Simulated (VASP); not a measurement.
A run of VASP 6.6.1:

File INCAR:

```
SYSTEM = Cd2C
ALGO     = Normal         ! electronic algorithm
EDIFF    = 1E-7           ! SCF threshold, eV
EDIFFG   = -0.04          ! ionic threshold
ENCUT    = 600            ! plane-wave cutoff, eV
GGA      = PE             ! functional
IBRION   = 2              ! ionic algorithm
ISIF     = 3              ! what is computed and relaxed
ISMEAR   = 0              ! smearing method
LASPH    = .TRUE.         ! aspherical terms in the spheres
LCHARG   = .FALSE.        ! write CHGCAR
LREAL    = .FALSE.        ! projectors in reciprocal space
LWAVE    = .FALSE.        ! write WAVECAR
NELM     = 100            ! most SCF steps
NSW      = 90             ! ionic steps
PREC     = Accurate       ! precision mode
SIGMA    = 0.1            ! smearing width, eV
```

File KPOINTS:

```
k-points
0
G
  6 6 4
  0 0 0
```

File POSCAR:

```
Cd2C
1.0
    3.8571599500      0.0000000000      0.0000000000
   -1.9285799800      3.3403985100      0.0000000000
    0.0000000000      0.0000000000      4.6583432900
Cd C
2 1
Direct
    0.3333333300      0.6666666700      0.0435316500
    0.6666666700      0.3333333300      0.0435316500
    0.0000000000      0.0000000000      0.7633385900
```

Potentials or basis: VASP PAW PBE potentials, release 64 (Cd, C).

Launch:

```sh
$ cat potpaw_PBE.64/Cd/POTCAR potpaw_PBE.64/C/POTCAR > POTCAR
$ mpirun -np 1 vasp_std > vasp.out
```

Hardware: 1 thread of Oxide Virtual Turin-like Processor, with other jobs on the host.

**Question.** How long does it take, and how much memory?

**Answer.** Run time: 4 min on 1 thread of Oxide Virtual Turin-like Processor (shared host), peak memory 0.18 GiB. Counts: scf iterations 126, k points 21, ion steps 12.
